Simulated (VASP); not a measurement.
Write the native input for VASP 6.6.1 that does the following.

```yaml
Task: single point
Functional: LDA
Potentials_or_basis: VASP PAW LDA potentials, release 64 (Bi_d, Te)
Cutoff: 520 eV
k_mesh: 6 × 6 × 6
Occupations: fermi-dirac, width 0.1 eV
Spin: no spin polarisation
Dipole_correction: no
Further_INCAR_settings: ALGO = Normal; EDIFF = 1e-07; NBANDS = 32
```

The structure of Bi2Te3 lies in POSCAR:

```
Bi2Te3
1.0
    2.1479624227      1.2401266154      9.6740171823
   -2.1479624227      1.2401266154      9.6740171823
    0.0000000000     -2.4802532307      9.6740171823
Bi Te
2 3
Direct
    0.1880000000      0.1880000000      0.1880000000
    0.5980000000      0.5980000000      0.5980000000
    0.3890000000      0.3890000000      0.3890000000
    0.8000000000      0.8000000000      0.8000000000
    0.0000000000      0.0000000000      0.0000000000
```

One way to write it, as run:

INCAR

```
SYSTEM = Bi2Te3
  PREC = Accurate
  ENCUT = 520
  EDIFF = 1E-7
  ISMEAR = -1
  SIGMA = 0.1
  LREAL = .FALSE.
  LASPH = .TRUE.
  NELM = 100
  ALGO = Normal
  ISIF = 2
  LWAVE = .FALSE.
  LCHARG = .FALSE.
  NBANDS = 32
```

KPOINTS

```
regular mesh
0
G
  6 6 6
  0 0 0
```

Potentials or basis: VASP PAW LDA potentials, release 64 (Bi_d, Te).

Run with:

```bash
$ cat potpaw_LDA.64/Bi_d/POTCAR potpaw_LDA.64/Te/POTCAR > POTCAR
$ mpirun -np 1 vasp_std > vasp.out
```

It gave:

```yaml
Pressure: 3.0 GPa
Largest_force: 1.479 eV/Å
Band_gap_on_the_k_mesh: zero (bands 24 and 25 overlap by 0.11 eV)
```

Caveat: the cell stands under pressure; spin-orbit coupling is left out, which moves the levels of the heavy elements; forces of over 1 eV/Å act on the atoms, so gaps and moduli don't describe the material at rest.

Run time: 6.7 min on 1 thread of Intel(R) Xeon(R) 6975P-C (Granite Rapids) (shared host), peak memory 0.72 GiB.
